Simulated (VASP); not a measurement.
CrO2: single point with PBE

Crystal: CrO2.

```
Cr O
1.0
     1.29858    0.74974    6.08967
    -1.29858    0.74974    6.08967
     0.00000   -1.49947    6.08967
Cr O
1 2
Direct
  0.00068 0.00068 0.00068
  0.40407 0.40407 0.40407
  0.26395 0.26395 0.26395
```

| Quantity | Value |
| --- | --- |
| Program | VASP 6.6.1 |
| Task | single point |
| Functional | PBE |
| Potentials or basis | VASP PAW PBE potentials, release 64 (Cr_pv, O) |
| Cutoff | 520 eV |
| k mesh | 12 × 12 × 12 |
| Occupations | gaussian, width 0.1 eV |
| Spin | collinear spin, ferromagnetic start |
| Starting moments | [3.0, 0.0, 0.0] μB |

| Item | Value |
| --- | --- |
| Pressure | -12.7 GPa |
| Largest force | 3.007 eV/Å |
| Band gap on the k mesh | 1.25 eV, indirect (least direct gap 1.71 eV) |
| Net moment | 0.00 μB per cell |
| Valence electrons inside the program's atomic spheres | Cr 11.01; O 4.89 |

Forces on the atoms (eV/Å):
```
Cr   0.000  0.000  0.001
O    0.000  0.000 -3.007
O    0.000  0.000  3.006
```

Stress tensor (GPa, compression positive):
```
 -1.55   0.00   0.00
  0.00  -1.55   0.00
  0.00   0.00 -34.89
```

Levels at points of the mesh, in eV from the valence-band top:
Spin up:
```tsv
k point	band 8	band 9	band 10	band 11	band 12	band 13	band 14	band 15	band 16	band 17
(0.00, 0.00, 0.00)	-3.10	-2.12	-2.01	-2.01	-0.20	1.71	1.71	2.06	2.06	6.31
(0.50, 0.00, 0.00)	-4.51	-3.59	-2.38	-1.82	-0.77	1.64	1.95	2.89	3.17	6.36
(0.50, 0.50, 0.00)	-4.47	-3.59	-2.44	-1.83	-0.74	1.63	1.96	2.85	3.17	6.36
(0.50, 0.50, 0.50)	-3.10	-2.56	-2.00	-2.00	0.00	1.71	1.71	2.06	2.06	6.34
```
Spin down:
| k point | band 10 | band 11 | band 12 | band 13 | band 14 | band 15 |
| --- | --- | --- | --- | --- | --- | --- |
| (0.00, 0.00, 0.00) | -2.01 | -2.01 | -0.20 | 1.71 | 1.71 | 2.06 |
| (0.50, 0.00, 0.00) | -2.38 | -1.82 | -0.77 | 1.64 | 1.95 | 2.89 |
| (0.50, 0.50, 0.00) | -2.44 | -1.83 | -0.74 | 1.63 | 1.96 | 2.85 |
| (0.50, 0.50, 0.50) | -2.00 | -2.00 | 0.00 | 1.71 | 1.71 | 2.06 |

It took 29 min on 1 thread of Oxide Virtual Turin-like Processor, with other jobs on the host, peak memory 0.52 GiB.

Caveat: the starting moments collapsed, and a magnetic state may lie lower; forces of over 1 eV/Å act on the atoms, so gaps and moduli don't describe the material at rest. A k mesh can miss the band edges.
